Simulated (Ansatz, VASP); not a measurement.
One calculation of YGaC6N6, two programs

Contents of INCAR:

```
SYSTEM = YGaC6N6
ALGO = Normal ; EDIFF = 1E-6
ENCUT = 520 ; GGA = PE
ISIF = 2 ; ISMEAR = 0
LASPH = .TRUE. ; LCHARG = .TRUE.
LELF = .TRUE. ; LREAL = .FALSE.
LVHAR = .TRUE. ; LWAVE = .FALSE.
NBANDS = 52 ; NELM = 80
PREC = Accurate ; SIGMA = 0.1
```

KPOINTS

```
k-points
0
G
  4 4 4
  0 0 0
```

Contents of POSCAR:

```
YGaC6N6
1.0
    0.0000000000      5.2610000000      5.2610000000
    5.2610000000      0.0000000000      5.2610000000
    5.2610000000      5.2610000000      0.0000000000
Y Ga C N
1 1 6 6
Direct
    0.0000000000      0.0000000000      0.0000000000
    0.5000000000      0.5000000000      0.5000000000
    0.7998479400      0.2001520600      0.2001520600
    0.2001520600      0.7998479400      0.2001520600
    0.2001520600      0.2001520600      0.7998479400
    0.2001520600      0.7998479400      0.7998479400
    0.7998479400      0.2001520600      0.7998479400
    0.7998479400      0.7998479400      0.2001520600
    0.6886523500      0.3113476500      0.3113476500
    0.3113476500      0.6886523500      0.3113476500
    0.3113476500      0.3113476500      0.6886523500
    0.3113476500      0.6886523500      0.6886523500
    0.6886523500      0.3113476500      0.6886523500
    0.6886523500      0.6886523500      0.3113476500
```

Input for Ansatz:

```yaml
crystal:
  lattice:
    - [0.0, 5.261, 5.261]
    - [5.261, 0.0, 5.261]
    - [5.261, 5.261, 0.0]
  atoms:
    - { symbol: "Y", position: [0.0, 0.0, 0.0] }
    - { symbol: Ga, position: [0.5, 0.5, 0.5] }
    - { symbol: C, position: [0.79984794, 0.20015206, 0.20015206] }
    - { symbol: C, position: [0.20015206, 0.79984794, 0.20015206] }
    - { symbol: C, position: [0.20015206, 0.20015206, 0.79984794] }
    - { symbol: C, position: [0.20015206, 0.79984794, 0.79984794] }
    - { symbol: C, position: [0.79984794, 0.20015206, 0.79984794] }
    - { symbol: C, position: [0.79984794, 0.79984794, 0.20015206] }
    - { symbol: "N", position: [0.68865235, 0.31134765, 0.31134765] }
    - { symbol: "N", position: [0.31134765, 0.68865235, 0.31134765] }
    - { symbol: "N", position: [0.31134765, 0.31134765, 0.68865235] }
    - { symbol: "N", position: [0.31134765, 0.68865235, 0.68865235] }
    - { symbol: "N", position: [0.68865235, 0.31134765, 0.68865235] }
    - { symbol: "N", position: [0.68865235, 0.68865235, 0.31134765] }
basis:
  ecutwfc: 420
kpoints:
  mp_grid: { grid: [4, 4, 4] }
hamiltonian:
  xc: pbe
scf:
  occupations: { method: gaussian, width: 0.1 }
  lower_state_search: "off"
output:
  forces: true
  stress: true
  eigenvalues: true
```

Alike in both runs: task single point; functional PBE; k mesh 4 × 4 × 4; occupations gaussian, width 0.1 eV; no spin polarisation.

|  | VASP | Ansatz |
| --- | --- | --- |
| version | VASP 6.6.1 | Ansatz 0.2.0 |
| potentials or method | VASP PAW PBE potentials, release 64 (Y_sv, Ga_d, C, N), cutoff 520 eV | scalar-relativistic, plane waves, PAW |
| valence electrons in the cell | 78 | 78 |

Ansatz gave:

```
gap on the k mesh at the Fermi level (eV) : 3.12
least direct gap on the mesh (eV)         : 3.30
pressure (GPa)                            : 15.9
rms of the force components (eV/Å)        : 2.395
```

What did VASP give for the same quantities?

gap on the k mesh at the Fermi level (eV): 3.12; least direct gap on the mesh (eV): 3.30; pressure (GPa): 16.1; rms of the force components (eV/Å): 2.219.

Atom by atom the forces differ by 0.212 eV/Å (rms over components).

Noted on VASP's run: the standard files for N, O and F lose accuracy on very short bonds.
